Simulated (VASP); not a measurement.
## AlN: single point with PBEsol

The system is AlN.

```xyz
2
Lattice="0.0000 1.9690 1.9690 1.9690 0.0000 1.9690 1.9690 1.9690 0.0000" Properties=species:S:1:pos:R:3 pbc="T T T"
Al    0.0000    0.0000    0.0000
N     1.9690    1.9690    1.9690
```

```yaml
Program: VASP 6.6.1
Task: single point
Functional: PBEsol
Potentials_or_basis: VASP PAW PBE potentials, release 64 (Al, N)
Cutoff: 600 eV
k_mesh: 8 × 8 × 8
Occupations: fermi-dirac, width 0.02 eV
Spin: no spin polarisation
```

- Pressure: 24.6 GPa
- Band gap on the k mesh: 4.99 eV, indirect (least direct gap 6.85 eV)

Levels at points of the mesh, in eV from the valence-band top:
| k point | band 2 | band 3 | band 4 | band 5 | band 6 | band 7 |
| --- | --- | --- | --- | --- | --- | --- |
| (0.00, 0.00, 0.00) | 0.00 | 0.00 | 0.00 | 6.85 | 12.27 | 12.27 |
| (0.50, 0.00, 0.00) | -8.89 | -1.25 | -1.25 | 6.55 | 11.55 | 11.55 |
| (0.50, 0.50, 0.00) | -8.00 | -3.03 | -3.03 | 4.99 | 5.34 | 14.96 |

Wall time 4.7 s on 1 thread of Intel Xeon 6975P-C (shared host), peak memory 0.13 GiB.

Caveat: the PAW data sets were made with another functional, which shifts forces and pressure a little. A k mesh can miss the band edges.
